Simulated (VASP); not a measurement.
Runs of VASP 6.6.1 on RbBr. It takes space group Fm-3m (No. 225, cubic). Conventional cell: a = 6.922 Å, b = 6.922 Å, c = 6.922 Å, α = 90.00°, β = 90.00°, γ = 90.00°. Within 4.5 Å of Rb (site symmetry m-3m) lie 6 Br at 3.46 Å. Within 4.5 Å of Br (site symmetry m-3m) lie 6 Rb at 3.46 Å. 

```csv
level,potentials or basis,k mesh,grid for exact exchange (PRECFOCK),screening parameter,gap on the mesh (eV),pressure (GPa)
r2SCAN,"VASP PAW PBE potentials, release 64 (Rb_sv, Br)",4 × 4 × 4,-,-,4.89,0.0
PBE,"VASP PAW PBE potentials, release 64 (Rb_sv, Br)",6 × 6 × 6,-,-,4.29,0.6
LDA,"VASP PAW LDA potentials, release 64 (Rb_sv, Br)",4 × 4 × 4,-,-,3.89,(a)
HSE06,"VASP PAW PBE potentials, release 64 (Rb_sv, Br)",4 × 4 × 4,Normal,0.2079 1/Å,(b),0.3
PBE,"VASP PAW PBE potentials, release 64 (Rb_sv, Br)",4 × 4 × 4,-,-,4.29,0.6
```

Alike in all rows: task single point; no spin polarisation; cell as given; cutoff (eV) 520; smearing gaussian 0.01 eV.

Problem. Fill in the values left out.

Solution. (a) -1.5; (b) 5.44.

Caveats: the PAW data sets were made with another functional, which shifts forces and pressure a little (some runs).

A k mesh can miss the band edges, and the runs leave out spin-orbit coupling on Br, Rb.
